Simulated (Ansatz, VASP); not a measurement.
Na5CoOsO2 in VASP and in Ansatz

```
Na Os Co O
1.0
     4.47231    0.00000    0.00000
     0.00000    4.47231    0.00000
     0.00000    0.00000    7.83580
Na Os Co O
5 1 1 2
Direct
  0.00000 0.00000 0.50000
  0.00000 0.50000 0.25580
  0.50000 0.00000 0.25580
  0.00000 0.50000 0.74420
  0.50000 0.00000 0.74420
  0.50000 0.50000 0.50000
  0.00000 0.00000 0.00000
  0.00000 0.00000 0.21870
  0.00000 0.00000 0.78130
```

Alike in both runs: task single point; functional r2SCAN; k mesh 6 × 6 × 4; occupations methfessel-paxton of order 1, width 0.0972 eV; no spin polarisation.

```csv
,VASP,Ansatz
version,VASP 6.6.1,Ansatz 0.2.0
potentials or method,"VASP PAW PBE potentials, release 64 (Na_pv, Os, Co, O), cutoff 520 eV",PAW plane waves
valence electrons in the cell,64,90
```

Ansatz gave:

```
pressure (GPa)                     : 4.1
rms of the force components (eV/Å) : 0.305
```

**Question.** Estimate VASP's values.

**Answer.** Pressure (GPa): 4.1; rms of the force components (eV/Å): 0.276.

VASP's potentials were made for PBE, not for r2SCAN. The functional is the same, so the differences come from potentials, cutoffs and numerics. VASP's potentials hold 64 valence electrons a cell and Ansatz's 90, so a difference there can come from the potentials and not from the codes.

Neither program's run includes spin-orbit coupling.
